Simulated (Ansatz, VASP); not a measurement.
**One calculation of Pt, two programs**

```
CELL_PARAMETERS angstrom
2.53981 0.00000 0.00000
-1.26991 2.19954 0.00000
0.00000 0.00000 4.98382
ATOMIC_POSITIONS crystal
Pt 0.66667 0.33333 0.75000
Pt 0.33333 0.66667 0.25000
```

Change from the starting cell: strain -0.080 along x and y, +0.040 along z, atoms carried along.

Alike in both runs: task single point; functional PBEsol; k mesh 18 × 18 × 10; occupations gaussian, width 0.15 eV; no spin polarisation.

|  | VASP | Ansatz |
| --- | --- | --- |
| version | VASP 6.6.1 | Ansatz 0.2.0 |
| potentials or method | VASP PAW PBE potentials, release 64 (Pt), cutoff 520 eV | scalar-relativistic, plane waves, PAW |
| valence electrons in the cell | 20 | 36 |

|  | VASP | Ansatz | Ansatz less VASP |
| --- | --- | --- | --- |
| gap on the k mesh at the Fermi level (eV) | none | none | - |
| pressure (GPa) | 42.5 | 42.8 | +0.31 |
| traceless stress, the component that is largest in VASP (GPa) | -40.40 | -40.42 | -0.016 |

VASP's potentials were made for PBE, not for PBEsol. A gap of «none» marks a metal or a gap that the smearing closes. Both programs put the cell under a high pressure, so it lies far from rest at this level. VASP's potentials hold 20 valence electrons a cell and Ansatz's 36, so a difference there can come from the potentials and not from the codes.

Spin-orbit coupling is off throughout.
